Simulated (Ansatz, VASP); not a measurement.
## One calculation of Cd, two programs

The input INCAR:

```
SYSTEM = Cd
PREC = Accurate
ENCUT = 520
EDIFF = 1E-6
ISMEAR = 0
SIGMA = 0.1
LREAL = .FALSE.
LASPH = .TRUE.
NELM = 150
ALGO = Normal
ISIF = 2
LWAVE = .FALSE.
LCHARG = .TRUE.
ISPIN = 2
MAGMOM = -0.3
LORBIT = 11
GGA = VW
LELF = .TRUE.
LVHAR = .TRUE.
NBANDS = 16
```

File KPOINTS:

```
regular mesh
0
G
  10 10 10
  0 0 0
```

POSCAR

```
Cd
1.0
    3.0735461310      0.0000000000      0.0000000000
    1.3909569380      2.7407890499      0.0000000000
    1.3909569380      0.8539180029      2.6043710681
Cd
1
Direct
    0.0000000000      0.0000000000      0.0000000000
```

The input input.yaml:

```yaml
crystal:
  lattice: { a: 3.073546131, b: 3.073546131, c: 3.073546131, alpha: 63.0920985013, beta: 63.0920985013, gamma: 63.0920985005 }
  atoms:
    - { symbol: Cd, position: [0.0, 0.0, 0.0], spin: -0.3 }
kpoints:
  mp_grid: { grid: [10, 10, 10] }
  band_path:
    path:
      - [0.0, 0.0, 0.0]
      - [0.5, 0.0, 0.0]
      - [0.5, 0.2624512957, -0.2624512957]
    npoints: 8
scf:
  occupations: { method: gaussian, width: 0.1 }
hamiltonian:
  xc: { exchange: slater, correlation: vwn5 }
  pseudopotentials: { kind: all_electron, datasets: crystal }
magnetization:
  spin_polarized: true
output:
  forces: true
  stress: true
  eigenvalues: true
  elf: true
  volumetric_format: npy
```

Alike in both runs: functional SVWN5; k mesh 10 × 10 × 10; occupations gaussian, width 0.1 eV; collinear spin.

|  | VASP | Ansatz |
| --- | --- | --- |
| version | VASP 6.6.1 | Ansatz 0.2.0 |
| potentials or method | VASP PAW PBE potentials, release 64 (Cd), cutoff 520 eV | all-electron PAW datasets made for the crystal |
| task | single point | band structure |

VASP gave:

```
gap on the k mesh at the Fermi level (eV) : none
pressure (GPa)                            : -4.6
net moment per atom (μB)                  : 0.00
```

Question: Estimate Ansatz's values.

Answer: gap on the k mesh at the Fermi level (eV): none; pressure (GPa): -4.9; net moment per atom (μB): 0.00.

VASP's potentials were made for PBE, not for SVWN5. A gap of «none» marks a metal or a gap that the smearing closes. Ansatz ran all-electron here, and VASP with PAW potentials.
